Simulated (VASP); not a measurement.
Write the native input for VASP 6.6.1 that does the following.

```
Task                   : single point
Functional             : LDA
Potentials or basis    : VASP PAW LDA potentials, release 64 (Ge_d)
Cutoff                 : 520 eV
k mesh                 : 8 × 8 × 4
Occupations            : fermi-dirac, width 0.05 eV
Spin                   : no spin polarisation
Dipole correction      : no
Further INCAR settings : ALGO = Normal; EDIFF = 1e-06; NBANDS = 36
```

The structure of Ge lies in POSCAR:

```
Ge
1.0
    4.0240606931      0.0000000000      0.0000000000
   -2.0120303466      3.4849387866      0.0000000000
    0.0000000000      0.0000000000      6.6430837134
Ge
4
Direct
    0.3333333333      0.6666666667      0.9370987500
    0.6666666667      0.3333333333      0.4370987500
    0.3333333333      0.6666666667      0.5629012500
    0.6666666667      0.3333333333      0.0629012500
```

This isn't the form of Ge at room conditions, which is diamond.

The input as run:

INCAR

```
SYSTEM = Ge
PREC     = Accurate       ! precision mode
ENCUT    = 520            ! plane-wave cutoff, eV
EDIFF    = 1E-6           ! SCF threshold, eV
ISMEAR   = -1             ! smearing method
SIGMA    = 0.05           ! smearing width, eV
LREAL    = .False.        ! projectors in reciprocal space
LASPH    = .True.         ! aspherical terms in the spheres
NELM     = 60             ! most SCF steps
ALGO     = Normal         ! electronic algorithm
ISIF     = 2              ! what is computed and relaxed
LWAVE    = .False.        ! write WAVECAR
LCHARG   = .False.        ! write CHGCAR
GGA      = CA             ! functional
NBANDS   = 36             ! bands
```

KPOINTS

```
Automatic mesh
0
Gamma
  8 8 4
  0 0 0
```

Potentials or basis: VASP PAW LDA potentials, release 64 (Ge_d).

Command:

```bash
$ cat potpaw_LDA.64/Ge_d/POTCAR > POTCAR
$ mpirun -np 1 vasp_std > vasp.out
```

It gave:

* Pressure: -3.0 GPa
* Largest force: 0.009 eV/Å
* Band gap on the k mesh: 0.11 eV (least direct gap 0.19 eV)

It took 2.2 min on 1 thread of Intel Xeon 8259CL, with other jobs on the host, peak memory 0.21 GiB.
